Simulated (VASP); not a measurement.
# MgRuO (P4/mmm) in VASP: a series of runs, part 2 of 2

VASP 6.6.1. The steps go on from the part before.

## 4. Single point, PBE, collinear spin, ferromagnetic start

This run uses another cell than the first one, of 27.98 Å³/atom.

File INCAR:

```
PREC     = Accurate       # precision mode
ENCUT    = 520            # plane-wave cutoff, eV
EDIFF    = 1E-6           # SCF threshold, eV
ISMEAR   = 0              # smearing method
SIGMA    = 0.1            # smearing width, eV
LREAL    = False          # projectors in reciprocal space
LASPH    = True           # aspherical terms in the spheres
NELM     = 150            # most SCF steps
ALGO     = Normal         # electronic algorithm
ISIF     = 2              # what is computed and relaxed
LWAVE    = False          # write WAVECAR
LCHARG   = False          # write CHGCAR
ISPIN    = 2              # spin polarisation
MAGMOM   = 0 1 0          # initial moments
LORBIT   = 11             # projections on sites
LMAXMIX  = 4              # l up to which the mixer works
GGA      = PE             # functional
NBANDS   = 22             # bands
```

File KPOINTS:

```
Automatic mesh
0
Gamma
  4 4 6
```

File POSCAR:

```
MgRuO
1.0
    5.3613083900      0.0000000000      0.0000000000
    0.0000000000      5.3613083900      0.0000000000
    0.0000000000      0.0000000000      2.9199498200
Mg Ru O
1 1 1
Direct
    0.5000000000      0.5000000000      0.5000000000
    0.0000000000      0.0000000000      0.0000000000
    0.5000000000      0.5000000000      0.0000000000
```

Run with:

```console
> cat potpaw_PBE.64/Mg/POTCAR potpaw_PBE.64/Ru_pv/POTCAR potpaw_PBE.64/O/POTCAR > POTCAR
> mpirun -np 1 vasp_std > vasp.out
```

Run time: 2.5 min. Hardware: 1 thread of Intel Xeon 8259CL, shared host; peak memory 0.26 GiB.

It converged, with:

```yaml
Free_energy: -8.8106 eV
Pressure: 30.8 GPa
Net_moment: 3.18 μB per cell
Site_moments: Mg -0.00; Ru +2.71; O +0.06 μB
Valence_electrons_inside_the_program's_atomic_spheres: Mg 1.18; Ru 12.19; O 5.32
```

Stress tensor (GPa, compression positive):
```
-2.54  0.00  0.00
 0.00 -2.54  0.00
 0.00  0.00 97.46
```

Levels at points of the mesh, in eV from the Fermi level:
Spin up:
```
           k point  band 9  band 10  band 11  band 12  band 13  band 14  band 15  band 16  band 17  band 18
(0.00, 0.00, 0.00)   -2.23    -2.18    -0.95    -0.95    -0.82     3.50     3.50     5.23     5.40     9.04
(0.50, 0.00, 0.00)   -1.79    -0.97    -0.95    -0.82    -0.81     0.63     3.23     6.58     7.16     7.98
(0.50, 0.50, 0.00)   -2.24    -1.29    -0.96    -0.96    -0.82     2.06     2.06     4.35    10.46    10.67
(0.00, 0.00, 0.50)   -2.39    -2.02    -1.83    -1.20     2.07     3.85     7.71     7.71     7.82     7.82
(0.50, 0.00, 0.50)   -2.53    -1.96    -1.65    -0.93     2.32     4.57     5.22     5.96     7.55     7.83
(0.50, 0.50, 0.50)   -2.44    -1.94    -1.85    -1.03     2.86     4.83     6.02     6.02     6.13     6.13
```
Spin down:
```tsv
k point	band 7	band 8	band 9	band 10	band 11	band 12
(0.00, 0.00, 0.00)	-2.55	-0.89	-0.77	-0.25	-0.23	0.93
(0.50, 0.00, 0.00)	-2.19	-0.77	-0.06	-0.06	0.40	0.93
(0.50, 0.50, 0.00)	-2.44	-0.77	-0.40	0.07	0.22	0.92
(0.00, 0.00, 0.50)	-2.29	-1.10	-1.10	0.21	0.33	0.78
(0.50, 0.00, 0.50)	-2.32	-1.15	-1.09	0.28	0.40	1.06
(0.50, 0.50, 0.50)	-2.34	-1.18	-1.18	0.18	0.45	1.04
```

Caveat: the stress differs along the axes, from -3 to 97 GPa.

## 5. Relaxation of cell and atoms, PBE, collinear spin, ferromagnetic start

File INCAR:

```
SYSTEM = MgRuO
ALGO = Normal
EDIFF = 1E-6
EDIFFG = -0.04
ENCUT = 600
GGA = PE
IBRION = 2
ISIF = 3
ISMEAR = 0
ISPIN = 2
LASPH = .True.
LCHARG = .False.
LMAXMIX = 4
LORBIT = 11
LREAL = .False.
LWAVE = .False.
MAGMOM = 0 0.63 0
NELM = 150
NSW = 90
PREC = Accurate
SIGMA = 0.1
```

File KPOINTS:

```
k-points
0
Gamma
  6 6 4
  0 0 0
```

File POSCAR:

```
MgRuO
1.0
    3.1132057548      0.0000000000      0.0000000000
    0.0000000000      3.1132057548      0.0000000000
    0.0000000000      0.0000000000      3.9952931042
Mg Ru O
1 1 1
Direct
    0.5000000000      0.5000000000      0.5000000000
    0.0000000000      0.0000000000      0.0000000000
    0.5000000000      0.5000000000      0.0000000000
```

Potentials or basis: VASP PAW PBE potentials, release 64 (Mg, Ru_pv, O).

Run with:

```console
> cat potpaw_PBE.64/Mg/POTCAR potpaw_PBE.64/Ru_pv/POTCAR potpaw_PBE.64/O/POTCAR > POTCAR
> mpirun -np 1 vasp_std > vasp.out
```

OUTCAR:

```text
SYSTEM = MgRuO
   EDIFF = 1E-6
   EDIFFG = -0.04
   ENCUT = 600
   GGA = PE
   IBRION = 2
   ISIF = 3
   ISMEAR = 0
   ISPIN = 2
   LASPH = .True.
   LORBIT = 11
   LREAL = .False.
   NELM = 150
   NSW = 90
   PREC = Accurate

 ion  position               nearest neighbor table
   1  0.500  0.500  0.500-   3 2.00   3 2.00   2 2.97   2 2.97   2 2.97   2 2.97   2 2.97   2 2.97
                             2 2.97   2 2.97
   2  0.000  0.000  0.000-   3 2.20   3 2.20   3 2.20   3 2.20   1 2.97   1 2.97   1 2.97   1 2.97
                             1 2.97   1 2.97   1 2.97   1 2.97
   3  0.500  0.500  0.000-   1 2.00   1 2.00   2 2.20   2 2.20   2 2.20   2 2.20

  LATTYP: Found a simple tetragonal cell.
 ALAT       =     3.1132057548
 C/A-ratio  =     1.2833373117

  Lattice vectors:

 A1 = (   3.1132057548,   0.0000000000,   0.0000000000)
 A2 = (   0.0000000000,   3.1132057548,   0.0000000000)
 A3 = (   0.0000000000,   0.0000000000,   3.9952931042)
[... 821 lines left out ...]
      9       6.5299      1.00000
     10       6.6307      1.00000
     11       6.6534      1.00000
     12       7.1972      0.98932
     13      10.3484      0.00000
     14      11.7918      0.00000
     15      12.9218      0.00000

 [... further k-points ...]

 spin component 2

 k-point     1 :       0.0000    0.0000    0.0000
  band No.  band energies     occupation
      1     -35.0733      1.00000
      2     -35.0733      1.00000
      3     -34.4721      1.00000
      4     -13.2830      1.00000
      5       1.2216      1.00000
      6       2.2562      1.00000
      7       2.4620      1.00000
      8       2.4620      1.00000
      9       3.9100      1.00000
     10       6.4728      1.00000
     11       6.7774      1.00000
     12       6.7774      1.00000
     13       7.7531      0.00000
     14      13.7273      0.00000
[... 445 lines left out ...]
  FREE ENERGIE OF THE ION-ELECTRON SYSTEM (eV)
  ---------------------------------------------------
  free  energy   TOTEN  =       -16.7036767895 eV

  energy  without entropy=      -16.6956240479  energy(sigma->0) =      -16.69965042

 reached required accuracy - stopping structural energy minimisation

 total charge

# of ion       s       p       d       tot
------------------------------------------
    1        0.153   0.165   0.057   0.376
    2        0.269   6.140   6.107  12.515
    3        1.541   3.482   0.000   5.023
--------------------------------------------------
tot          1.963   9.786   6.164  17.913

 magnetization (x)

# of ion       s       p       d       tot
------------------------------------------
    1       -0.002  -0.002  -0.001  -0.005
    2        0.006   0.001   0.414   0.421
    3        0.001   0.024   0.000   0.025
--------------------------------------------------
tot          0.006   0.022   0.413   0.441
```

It took 4.6 min on 1 thread of Intel Xeon 8259CL, shared host; peak memory 0.22 GiB.

What came out:

```yaml
Free_energy: -16.7037 eV
Relaxed_volume: 12.81 Å³/atom
Relaxed_cell: a = 3.079 Å, b = 3.079 Å, c = 4.054 Å, α = 90.00°, β = 90.00°, γ = 90.00°
Space_group_after_relaxing_to_0.1_Å: P4/mmm (No. 123)
Energy_gained_by_relaxing: 2.9 meV/atom
Ionic_steps: 6
Pressure_after_relaxing: 0.0 GPa
Net_moment: 0.43 μB per cell
Site_moments: Mg -0.01; Ru +0.42; O +0.03 μB
Valence_electrons_inside_the_program's_atomic_spheres: Mg 0.38; Ru 12.52; O 5.02
```

Step by step:
```tsv
step	energy change (eV)	largest force (eV/Å)	pressure (GPa)	volume (Å³)
1	0.0000	0.0000	-0.32	38.72
2	-0.0042	0.0000	-0.40	38.58
3	-0.0084	0.0000	0.48	38.32
4	-0.0084	0.0000	0.44	38.33
5	-0.0084	0.0000	-0.38	38.56
6	-0.0086	0.0000	-0.03	38.44
```

Final structure:
```cif
data_structure
_symmetry_space_group_name_H-M 'P 1'
_symmetry_Int_Tables_number 1
_cell_length_a 3.0795
_cell_length_b 3.0795
_cell_length_c 4.0539
_cell_angle_alpha 90.000
_cell_angle_beta 90.000
_cell_angle_gamma 90.000
_cell_volume 38.44
loop_
_atom_site_label
_atom_site_type_symbol
_atom_site_fract_x
_atom_site_fract_y
_atom_site_fract_z
_atom_site_occupancy
Mg1 Mg 0.50000 0.50000 0.50000 1
Ru1 Ru 0.00000 0.00000 0.00000 1
O1 O 0.50000 0.50000 0.00000 1
```

Caveat: the k points lie up to 0.39 Å⁻¹ apart in the final cell; a moment this small can come from the mesh or the smearing.

## 6. Overview

```tsv
task	cell	k mesh	cutoff (eV)	gap on the mesh (eV)	pressure (GPa)	moment (μB)
single point	a = 3.113, b = 3.113, c = 3.995 Å, 3 atoms	4 × 4 × 6	520	none	-0.2	0.71
single point	a = 3.081, b = 3.081, c = 4.060 Å, 3 atoms	6 × 6 × 4	520	none	-0.2	0.43
single point	a = 5.361, b = 5.361, c = 2.920 Å, 3 atoms	4 × 4 × 6	520	none	30.8	3.18
relaxation of cell and atoms	relaxed from a = 3.113, b = 3.113, c = 3.995 Å, 3 atoms	6 × 6 × 4	600	none	0.0	0.43
```

Alike in all rows: level PBE; potentials or basis VASP PAW PBE potentials, release 64 (Mg, Ru_pv, O); spin collinear, ferromagnetic start; smearing gaussian 0.1 eV.

Caveats: some runs use coarse meshes; a moment this small can come from the mesh or the smearing (at least some runs); the stress differs along the axes, from -3 to 97 GPa (at least some runs).

Absolute energies hang on the potentials; compare differences alone.
